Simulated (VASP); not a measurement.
A run of VASP 6.6.1 is set up as follows.

The input INCAR:

```
SYSTEM = I
PREC     = Accurate       ! precision mode
ENCUT    = 520            ! plane-wave cutoff, eV
EDIFF    = 1E-6           ! SCF threshold, eV
ISMEAR   = 0              ! smearing method
SIGMA    = 0.1            ! smearing width, eV
LREAL    = Auto         
LASPH    = .TRUE.         ! aspherical terms in the spheres
NELM     = 100            ! most SCF steps
ALGO     = Normal         ! electronic algorithm
ISIF     = 2              ! what is computed and relaxed
LWAVE    = .FALSE.        ! write WAVECAR
LCHARG   = .FALSE.        ! write CHGCAR
NBANDS   = 66             ! bands
```

File KPOINTS:

```
Automatic mesh
0
G
  2 2 2
  0 0 0
```

The input POSCAR:

```
I
1.0
   -7.2624143200      0.0000000000      4.7849893000
    0.0000000000     -9.7831136400      0.0000000000
    7.2624143200      0.0000000000      4.7849893000
I
15
Direct
    0.0975997395      0.8746049893      0.0997618304
    0.2771932632      0.6169119794      0.2788993074
    0.5277938790      0.0907570977      0.5294621947
    0.1239635987      0.3677565377      0.1259414533
    0.1135425728      0.8759741852      0.6040030234
    0.2977923224      0.6260765463      0.7884381108
    0.4521370074      0.1266035585      0.9615334474
    0.1474316495      0.3754975292      0.6340549465
    0.6035280199      0.8764246553      0.1153086973
    0.7884357976      0.6263828905      0.2998893111
    0.9599121197      0.1263587489      0.4526985626
    0.6341112052      0.3759006729      0.1495789485
    0.8204313583      0.6093430189      0.8227133818
    0.9403742610      0.1234106078      0.9426918098
    0.6704975959      0.3571005233      0.6726165882
```

Potentials or basis: VASP PAW LDA potentials, release 64 (I).

Command:

```sh
$ cat potpaw_LDA.64/I/POTCAR > POTCAR
$ mpirun -np 1 vasp_std > vasp.out
```

**Question.** What does it give for the largest force?

**Answer.** 0.259 eV/Å.

**Question.** What does it give for the pressure?

**Answer.** -1.4 GPa.

**Question.** What does it give for the band gap on the k mesh?

**Answer.** Zero (an odd number of electrons rules out a gap without spin polarisation).

Stress tensor (GPa, compression positive):
```
-0.91  0.00  0.00
 0.00 -2.00  0.13
 0.00  0.13 -1.44
```

Caveat: the k points lie up to 0.39 Å⁻¹ apart, too coarse for converged energies and pressures of a metal; spin-orbit coupling is left out, which moves the levels of the heavy elements; an odd number of electrons without spin polarisation forces a metal; a magnetic or distorted state may lie lower.
